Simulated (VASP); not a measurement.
# BaAg2SbSe4 (I222) in VASP: single point with r2SCAN

Aim: the single point of BaAg2SbSe4 with r2SCAN.

All numbers are computed with VASP 6.6.1; they aren't measurements. Logs are shortened: lines on timing, memory, paths and dates and some standing lists are left out, and cuts for length are marked.

**1. The cell of the first run**

Symmetry: I222, No. 23, orthorhombic system. The conventional cell has a = 7.135 Å, b = 7.634 Å, c = 8.506 Å, α = 90.00°, β = 90.00°, γ = 90.00°. Within 4.6 Å of Ba (site symmetry 222) lie 8 Se at 3.44 to 3.46 Å and 8 Ag at 4.10 to 4.50 Å and 2 Sb at 4.25 Å. Sb (site symmetry 222) has 4 Se at 2.65 Å within 3.5 Å. Within 3.4 Å of Ag (site symmetry 2) lie 4 Se at 2.56 to 2.99 Å and 1 Ag at 3.01 Å. Se (site symmetry 1) has 2 Ag at 2.56 to 2.99 Å and 1 Sb at 2.65 Å and 2 Ba at 3.44 to 3.46 Å within 3.5 Å.

**2. Single point, r2SCAN**

The input, POSCAR:

```
BaAg2SbSe4
1.0
   -3.5677453285      3.8170632592      4.2529093339
    3.5677453285     -3.8170632592      4.2529093339
    3.5677453285      3.8170632592     -4.2529093339
Ba Sb Ag Se
1 1 2 4
Direct
    0.0000000000      0.0000000000      0.0000000000
    0.5000000000      0.5000000000      0.0000000000
    0.6769641996      0.1769641996      0.5000000000
    0.3230358004      0.8230358004      0.5000000000
    0.5185396313      0.5296936300      0.4120019638
    0.1176916662      0.1065376675      0.5879980362
    0.4814603687      0.8934623325      0.0111539987
    0.8823083338      0.4703063700      0.9888460013
```

The input, INCAR.step1:

```
SYSTEM = BaAg2SbSe4
ALGO = Normal
EDIFF = 1E-4
ENCUT = 520
GGA = PE
ISMEAR = -1
LASPH = .True.
LCHARG = .False.
LREAL = .False.
LWAVE = .True.
NBANDS = 40
NELM = 80
PREC = Accurate
SIGMA = 0.1
```

The input, INCAR.step2:

```
SYSTEM = BaAg2SbSe4
ALGO = Normal
EDIFF = 1E-6
ENCUT = 520
ISIF = 2
ISMEAR = -1
ISTART = 1
LASPH = .True.
LCHARG = .True.
LELF = .True.
LMIXTAU = .True.
LREAL = .False.
LVHAR = .True.
LWAVE = .False.
METAGGA = R2SCAN
NBANDS = 40
NELM = 80
PREC = Accurate
SIGMA = 0.1
```

The input, KPOINTS:

```
k-points
0
Gamma
  5 5 5
  0 0 0
```

Potentials or basis: VASP PAW PBE potentials, release 64 (Ba_sv, Sb, Ag, Se).

On the command line:

```
> cat potpaw_PBE.64/Ba_sv/POTCAR potpaw_PBE.64/Sb/POTCAR potpaw_PBE.64/Ag/POTCAR potpaw_PBE.64/Se/POTCAR > POTCAR
> cp INCAR.step1 INCAR
> mpirun -np 1 vasp_std > vasp.out
> cp INCAR.step2 INCAR
> mpirun -np 1 vasp_std > vasp.out
```

OUTCAR:

```text
SYSTEM = BaAg2SbSe4
   EDIFF = 1E-6
   ENCUT = 520
   ISIF = 2
   ISMEAR = -1
   ISTART = 1
   LASPH = .True.
   LREAL = .False.
   METAGGA = R2SCAN
   NELM = 80
   PREC = Accurate

 ion  position               nearest neighbor table
   1  0.000  0.000  0.000-   6 3.44   7 3.44   5 3.44   8 3.44   8 3.46   5 3.46   7 3.46   6 3.46
                             4 4.10   3 4.10   3 4.10   4 4.10   2 4.25   2 4.25
   2  0.500  0.500  0.000-   8 2.65   7 2.65   6 2.65   5 2.65   1 4.25   1 4.25
   3  0.677  0.177  0.500-   7 2.56   8 2.56   5 2.99   6 2.99   4 3.01   1 4.10   1 4.10
   4  0.323  0.823  0.500-   6 2.56   5 2.56   8 2.99   7 2.99   3 3.01   1 4.10   1 4.10
   5  0.519  0.530  0.412-   4 2.56   2 2.65   3 2.99   1 3.44   1 3.46
   6  0.118  0.107  0.588-   4 2.56   2 2.65   3 2.99   1 3.44   1 3.46
   7  0.481  0.893  0.011-   3 2.56   2 2.65   4 2.99   1 3.44   1 3.46
   8  0.882  0.470  0.989-   3 2.56   2 2.65   4 2.99   1 3.44   1 3.46

  LATTYP: Found a body centered orthorhombic cell.
 ALAT       =     7.1354906570
 B/A-ratio  =     1.0698810895
 C/A-ratio  =     1.1920439780

  Lattice vectors:

 A1 = (  -3.5677453285,   3.8170632592,   4.2529093339)
 A2 = (   3.5677453285,  -3.8170632592,   4.2529093339)
 A3 = (   3.5677453285,   3.8170632592,  -4.2529093339)

Analysis of symmetry for initial positions (statically):
=====================================================================
 Subroutine PRICEL returns:
 Original cell was already a primitive cell.

 Routine SETGRP: Setting up the symmetry group for a
 body centered orthorhombic supercell.

 Subroutine GETGRP returns: Found  4 space group operations
 (whereof  4 operations were pure point group operations)
 out of a pool of  8 trial point group operations.

The static configuration has the point symmetry D_2 .

Analysis of symmetry for dynamics (positions and initial velocities):
=====================================================================
 Subroutine PRICEL returns:
 Original cell was already a primitive cell.

 Routine SETGRP: Setting up the symmetry group for a
 body centered orthorhombic supercell.

 Subroutine GETGRP returns: Found  4 space group operations
 (whereof  4 operations were pure point group operations)
 out of a pool of  8 trial point group operations.

The dynamic configuration has the point symmetry D_2 .

 Subroutine INISYM returns: Found  4 space group operations
 (whereof  4 operations are pure point group operations),
 and found     1 'primitive' translations

----------------------------------------------------------------------------------------

                                     Primitive cell

  volume of cell :     231.6697

  direct lattice vectors                    reciprocal lattice vectors
    -3.567745329  3.817063259  4.252909334     0.000000000  0.130990755  0.117566579
     3.567745329 -3.817063259  4.252909334     0.140144532  0.000000000  0.117566579
     3.567745329  3.817063259 -4.252909334     0.140144532  0.130990755  0.000000000

  length of vectors
     6.736914461  6.736914461  6.736914461     0.176012722  0.182927282  0.191830832

  position of ions in fractional coordinates (direct lattice)
     0.000000000  0.000000000  0.000000000
     0.500000000  0.500000000  0.000000000
     0.676964200  0.176964200  0.500000000
     0.323035800  0.823035800  0.500000000
     0.518539631  0.529693630  0.412001964
     0.117691666  0.106537667  0.587998036
     0.481460369  0.893462333  0.011153999
     0.882308334  0.470306370  0.988846001

  ion indices of the primitive-cell ions
   primitive index   ion index
                 1           1
                 2           2
                 3           3
                 4           4
                 5           5
                 6           6
                 7           7
                 8           8

----------------------------------------------------------------------------------------

 KPOINTS: k-points

Automatic generation of k-mesh.
 Grid dimensions read from file:
 generate k-points for:    5    5    5

 Generating k-lattice:

  Cartesian coordinates                     Fractional coordinates (reciprocal lattice)
     0.000000000  0.026198151  0.023513316     0.200000000  0.000000000 -0.000000000
     0.028028906  0.000000000  0.023513316     0.000000000  0.200000000  0.000000000
     0.028028906  0.026198151  0.000000000    -0.000000000  0.000000000  0.200000000

  Length of vectors
     0.035202544  0.036585456  0.038366166

  Shift w.r.t. Gamma in fractional coordinates (k-lattice)
     0.000000000  0.000000000  0.000000000

 Subroutine IBZKPT returns following result:
 ===========================================

 Found     27 irreducible k-points:

 Following reciprocal coordinates:
            Coordinates               Weight
  0.000000  0.000000  0.000000      1.000000
  0.200000  0.000000  0.000000      4.000000
  0.400000  0.000000  0.000000      4.000000
  0.000000  0.200000 -0.000000      4.000000
  0.200000  0.200000  0.000000      8.000000
  0.400000  0.200000  0.000000      8.000000
[... 16 lines left out ...]
 -0.400000 -0.200000  0.200000      4.000000
 -0.200000 -0.200000  0.200000      2.000000
 [... further k-points ...]
   k-points           NKPTS =     27   k-points in BZ     NKDIM =     27   number of bands    NBANDS=     40
   number of dos      NEDOS =    301   number of ions     NIONS =      8
   total plane-waves  NPLWV = 125000
   dimension x,y,z NGX =    50 NGY =   50 NGZ =   50
   dimension x,y,z NGXF=   100 NGYF=  100 NGZF=  100
   ions per type =               1   1   2   4
   NGX,Y,Z   is equivalent  to a cutoff of  12.34, 12.34, 12.34 a.u.
   NGXF,Y,Z  is equivalent  to a cutoff of  24.68, 24.68, 24.68 a.u.
 SYSTEM =  BaAg2SbSe4
   PREC   = accura    normal or accurate (medium, high low for compatibility)
   ISTART =      1    job   : 0-new  1-cont  2-samecut
   ICHARG =      0    charge: 1-file 2-atom 10-const
   ISPIN  =      1    spin polarized calculation?
   LNONCOLLINEAR =      F non collinear calculations
   LSORBIT =      F    spin-orbit coupling
   LASPH  =      T    aspherical Exc in radial PAW
   ENCUT  =  520.0 eV  38.22 Ry    6.18 a.u.  12.53 12.53 12.53*2*pi/ulx,y,z
   NELM   =     80;   NELMIN=  2; NELMDL=  0     # of ELM steps
   EDIFF  = 0.1E-05   stopping-criterion for ELM
   LREAL  =      F    real-space projection
   EDIFFG = 0.1E-04   stopping-criterion for IOM
   NSW    =      0    number of steps for IOM
   IBRION =     -1    ionic relax: 0-MD 1-quasi-New 2-CG
   NFREE  =      0    steps in history (QN), initial steepest desc. (CG)
   ISIF   =      2    stress and relaxation
   ISYM   =      2    0-nonsym 1-usesym 2-fastsym
   POTIM  = 0.5000    time-step for ionic-motion
   TEBEG  =    0.0;   TEEND  =   0.0 temperature during run
   PSTRESS=    0.0 pullay stress
   NELECT =      61.0000    total number of electrons
   NUPDOWN=      -1.0000    fix difference up-down
   EMIN   =  10.00;   EMAX   =-10.00  energy-range for DOS
   EFERMI =   0.00;   METHOD = LEGACY
   ISMEAR =    -1;   SIGMA  =   0.10  broadening in eV -4-tet -1-fermi 0-gaus
   EFERMI_NEDOS =   21; number of points for ismear=-14 and -15
   IALGO  =     38    algorithm
   IMIX   =      4    mixing-type and parameters
     AMIX     =   0.40;   BMIX     =  1.00
     AMIX_MAG =   1.60;   BMIX_MAG =  1.00
  volume/ion in A,a.u.               =      28.96       195.42
  Fermi-wavevector in a.u.,A,eV,Ry     =   1.049289  1.982868 14.980107  1.101007
  Thomas-Fermi vector in A             =   2.184245
   LORBIT       =      0    0 simple, 1 ext, 2 COOP (PROOUT), +10 PAW based schemes
   METAGGA = R2SCAN    functional components
   LHFCALC =     F    Hartree Fock is set to
   AEXX    =    0.0000 exact exchange contribution
   IVDW    =     0    specifies the selected vdW correction
   LEPSILON=     F    determine dielectric tensor
   LRPA    =     F    only Hartree local field effects (RPA)
 non-spin polarized calculation
  energy-cutoff  :      520.00
  volume of cell :      231.67
 maximum number of plane-waves:      6273
 NGX is ok and might be reduce to    50
   NGX = 25   NGY = 25   NGZ = 25

 number of electron      61.0000001 magnetization

 Free energy of the ion-electron system (eV)
  ---------------------------------------------------
  ext. energy  EPLUGINS =         0.00000000
  ---------------------------------------------------
  free energy    TOTEN  =      -157.67460141 eV

  energy without entropy =     -157.55556895  energy(sigma->0) =     -157.61508518

 E-fermi :   3.6933     XC(G=0):  -9.4914

 val. band max:        3.6817961825   @ k =   0.4000  -0.2000   0.2000
 cond. band min:       3.6934955986   @ k =  -0.4000   0.2000  -0.0000
 fundamental gap:      0.0116994161
 Fermi energy:         3.6932864013

 k-point     1 :       0.0000    0.0000    0.0000
  band No.  band energies     occupation
      1     -25.2475      2.00000
      2     -10.8422      2.00000
      3     -10.1399      2.00000
      4     -10.0839      2.00000
      5     -10.0619      2.00000
      6      -9.6535      2.00000
[... 32 lines left out ...]
     39       7.8356      0.00000
     40       8.0256      0.00000

 k-point     2 :       0.2000    0.0000    0.0000
  band No.  band energies     occupation
      1     -25.2474      2.00000
      2     -10.8714      2.00000
      3     -10.1856      2.00000
      4     -10.0830      2.00000
      5     -10.0534      2.00000
      6      -9.6176      2.00000
[... 32 lines left out ...]
     39       8.0922      0.00000
     40       8.6083      0.00000

 k-point     3 :       0.4000    0.0000    0.0000
  band No.  band energies     occupation
      1     -25.2472      2.00000
      2     -10.9216      2.00000
      3     -10.2440      2.00000
      4     -10.0684      2.00000
      5      -9.9704      2.00000
      6      -9.7769      2.00000
[... 32 lines left out ...]
     39       8.1857      0.00000
     40       8.2769      0.00000

 k-point     4 :       0.0000    0.2000   -0.0000
  band No.  band energies     occupation
      1     -25.2474      2.00000
      2     -10.8443      2.00000
      3     -10.2007      2.00000
      4     -10.0670      2.00000
      5     -10.0531      2.00000
      6      -9.6949      2.00000
[... 32 lines left out ...]
     39       8.0171      0.00000
     40       8.5569      0.00000
[... 772 lines left out ...]
     39       8.3181      0.00000
     40       8.6618      0.00000

 k-point    23 :      -0.4000   -0.2000    0.2000
  band No.  band energies     occupation
      1     -25.2471      2.00000
      2     -10.8762      2.00000
      3     -10.3179      2.00000
      4     -10.2874      2.00000
      5      -9.9429      2.00000
      6      -9.6250      2.00000
[... 32 lines left out ...]
     39       8.2222      0.00000
     40       8.4531      0.00000

 k-point    24 :      -0.2000   -0.2000    0.2000
  band No.  band energies     occupation
      1     -25.2473      2.00000
      2     -10.8912      2.00000
      3     -10.2602      2.00000
      4     -10.2050      2.00000
      5      -9.8585      2.00000
      6      -9.6898      2.00000
[... 32 lines left out ...]
     39       8.1940      0.00000
     40       8.3021      0.00000

 [... further k-points ...]
[... 5 lines left out ...]
  --------------------------------------------------------------------------------------
  -------------------------------------------------------------------------------------
  Total        0.1131801      0.1771541      0.2794908      0.0000000      0.0000000      0.0000000
  in kB        0.7827287      1.2251587      1.9328971      0.0000000      0.0000000      0.0000000
  external PRESSURE =       1.3135948 kB  Pullay stress =       0.0000000 kB

 VOLUME and BASIS-vectors are now :
 -----------------------------------------------------------------------------
  energy-cutoff  :      520.00
  volume of cell :      231.67
      direct lattice vectors                 reciprocal lattice vectors
    -3.567745329  3.817063259  4.252909334     0.000000000  0.130990755  0.117566579
     3.567745329 -3.817063259  4.252909334     0.140144532  0.000000000  0.117566579
     3.567745329  3.817063259 -4.252909334     0.140144532  0.130990755  0.000000000

 POSITION                                       TOTAL-FORCE (eV/Angst)
 -----------------------------------------------------------------------------------
      0.00000      0.00000      0.00000        -0.000000     -0.000000      0.000000
      0.00000      0.00000      4.25291         0.000000     -0.000000      0.000000
      0.00000      3.81706      1.50523         0.000000     -0.000000      0.001816
      3.56775     -0.00000      2.74768         0.000000     -0.000000     -0.001816
      1.50971      1.53006      2.70583         0.008120     -0.008212     -0.001498
      2.05803      2.28700     -1.54708        -0.008120      0.008212     -0.001498
      1.50971     -1.53006      5.79998         0.008120      0.008212      0.001498
      2.05803      5.34713      1.54708        -0.008120     -0.008212      0.001498
 -----------------------------------------------------------------------------------
    total drift:                               -0.000003     -0.000007     -0.000004

  FREE ENERGIE OF THE ION-ELECTRON SYSTEM (eV)
  ---------------------------------------------------
  free  energy   TOTEN  =      -157.6746014138 eV

  energy  without entropy=     -157.5555689500  energy(sigma->0) =     -157.61508518
```

Wall time 26 min (1 thread of Intel Xeon Platinum 8259CL at 2.50GHz (Skylake/Cascade Lake), shared host); peak memory 0.55 GiB.

Results:

| Property | Result |
| --- | --- |
| Free energy | -157.6746 eV |
| Pressure | 0.1 GPa |
| Largest force | 0.012 eV/Å |
| Band gap on the k mesh | zero (an odd number of electrons rules out a gap without spin polarisation) |

Forces on the atoms (eV/Å):
```
Ba   0.000  0.000  0.000
Sb   0.000  0.000  0.000
Ag   0.000  0.000  0.002
Ag   0.000  0.000 -0.002
Se   0.008 -0.008 -0.001
Se  -0.008  0.008 -0.001
Se   0.008  0.008  0.001
Se  -0.008 -0.008  0.001
```

Stress tensor (GPa, compression positive):
```
0.08 0.00 0.00
0.00 0.12 0.00
0.00 0.00 0.19
```

Caveat: the PAW data sets were made with another functional, which shifts forces and pressure a little; spin-orbit coupling is left out, which moves the levels of the heavy elements.
